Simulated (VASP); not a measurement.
Wanted: the native input for a VASP 6.6.1 run.

- Task: single point
- Functional: PBE
- Potentials or basis: VASP PAW PBE potentials, release 64 (Pd, Cl)
- Cutoff: 520 eV
- k mesh: 15 × 15 × 15
- Occupations: fermi-dirac, width 0.08 eV
- Spin: no spin polarisation
- Dipole correction: no
- Further INCAR settings: ALGO = Normal; EDIFF = 1e-06; NBANDS = 16

The structure of PdCl (CsCl type) lies in POSCAR:

```
PdCl
1.0
    3.2475712111      0.0000000000      0.0000000000
    0.0000000000      3.2475712111      0.0000000000
    0.0000000000      0.0000000000      3.2475712111
Pd Cl
1 1
Direct
    0.0000000000      0.0000000000      0.0000000000
    0.5000000000      0.5000000000      0.5000000000
```

These files were run (other wordings do the same):

INCAR

```
  ALGO = Normal
  EDIFF = 1E-6
  ENCUT = 520
  GGA = PE
  ISIF = 2
  ISMEAR = -1
  LASPH = T
  LCHARG = F
  LREAL = F
  LWAVE = F
  NBANDS = 16
  NELM = 80
  PREC = Accurate
  SIGMA = 0.08
```

KPOINTS

```
k-points
0
Gamma
  15 15 15
```

Potentials or basis: VASP PAW PBE potentials, release 64 (Pd, Cl).

The run is started by

```console
$ cat potpaw_PBE.64/Pd/POTCAR potpaw_PBE.64/Cl/POTCAR > POTCAR
$ mpirun -np 1 vasp_std > vasp.out
```

Results of the run:

| Item | Value |
| --- | --- |
| Pressure | -0.1 GPa |

Caveat: an odd number of electrons without spin polarisation forces a metal; a magnetic or distorted state may lie lower.

It took 64 s on 1 thread of AMD EPYC 7R13, with other jobs on the host, peak memory 0.16 GiB.
